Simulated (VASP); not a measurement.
A run of VASP 6.6.1 is set up as follows.

The input INCAR:

```
  PREC = Accurate
  ENCUT = 600
  EDIFF = 1E-7
  ISMEAR = 0
  SIGMA = 0.1
  LREAL = False
  LASPH = True
  NELM = 100
  ALGO = Normal
  ISIF = 3
  LWAVE = False
  LCHARG = False
  GGA = PE
  IBRION = 2
  NSW = 90
  EDIFFG = -0.04
```

KPOINTS

```
regular mesh
0
Gamma
  4 4 4
```

File POSCAR:

```
BaGeP4
1.0
    0.0000000000      4.0232590300      4.0232590300
    4.0232590300      0.0000000000      4.0232590300
    4.0232590300      4.0232590300      0.0000000000
Ba Ge P
1 1 4
Direct
    0.0000000000      0.0000000000      0.0000000000
    0.2500000000      0.2500000000      0.2500000000
    0.6240318200      0.1279045300      0.6240318200
    0.6240318200      0.6240318200      0.1279045300
    0.6240318200      0.6240318200      0.6240318200
    0.1279045300      0.6240318200      0.6240318200
```

Potentials or basis: VASP PAW PBE potentials, release 64 (Ba_sv, Ge_d, P).

Launch:

```console
$ cat potpaw_PBE.64/Ba_sv/POTCAR potpaw_PBE.64/Ge_d/POTCAR potpaw_PBE.64/P/POTCAR > POTCAR
$ mpirun -np 1 vasp_std > vasp.out
```

Task: Predict the space group after relaxing (to 0.1 Å).

Result: F-43m (No. 216).

Task: Estimate the relaxed volume.

Result: 22.01 Å³/atom.

The path:
```
step  energy change (eV)  largest force (eV/Å)  pressure (GPa)  volume (Å³)
   1              0.0000                0.4022           -4.81       130.25
   2             -0.2059                0.4930            0.67       118.35
   3             -0.2060                0.4922            0.55       118.55
   4             -0.2588                0.5373            0.77       118.29
   5             -0.4627                0.7480            1.90       117.52
   6             -0.5850                0.8648            8.13       115.98
   7             -0.6377                0.5520            3.57       116.87
   8             -0.6790                0.0125            5.51       116.42
   9             -0.6924                0.1131            5.55       116.87
  10             -0.7122                0.4409            5.79       118.24
  11             -0.7466                0.3680            5.04       119.29
  12             -0.8254                0.1552            3.08       122.48
  13             -0.8830                0.2492           -0.16       129.04
  14             -0.8830                0.2363           -0.08       128.82
  15             -0.8853                0.2228           -0.06       129.03
  16             -0.8913                0.1834            0.00       129.65
  17             -0.9004                0.0987            0.14       130.89
  18             -0.9013                0.1944            0.49       133.41
  19             -0.9044                0.0128            0.26       132.07
```
